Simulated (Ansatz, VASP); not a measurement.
## SnO in VASP and in Ansatz

```
Sn O
1.0
     3.82015    0.00030    0.00000
    -0.00031    3.82015    0.00000
     0.00000    0.00000   22.22607
Sn O
4 4
Direct
  0.99995 0.99995 0.20246
  0.49995 0.49995 0.30878
  0.49995 0.99995 0.49775
  0.99995 0.49995 0.60407
  0.99995 0.49995 0.25562
  0.49995 0.99995 0.25562
  0.49995 0.49995 0.55091
  0.99995 0.99995 0.55091
```

Alike in both runs: task single point; functional PBE; dispersion D3(BJ); k mesh 7 × 7 × 1; occupations gaussian, width 0.05 eV; no spin polarisation.

|  | VASP | Ansatz |
| --- | --- | --- |
| version | VASP 6.6.1 | Ansatz 0.2.0 |
| potentials or method | VASP PAW PBE potentials, release 64 (Sn_d, O), cutoff 520 eV | scalar-relativistic, plane waves, PAW |
| valence electrons in the cell | 80 | 80 |

VASP gave:

```
gap on the k mesh at the Fermi level (eV) : 2.47
least direct gap on the mesh (eV)         : 2.57
rms of the force components (eV/Å)        : 0.047
```

Question: What did Ansatz give for the same quantities?

Answer: gap on the k mesh at the Fermi level (eV): 2.48; least direct gap on the mesh (eV): 2.61; rms of the force components (eV/Å): 0.014.

Ansatz's warnings: structure snapped to symmetry.
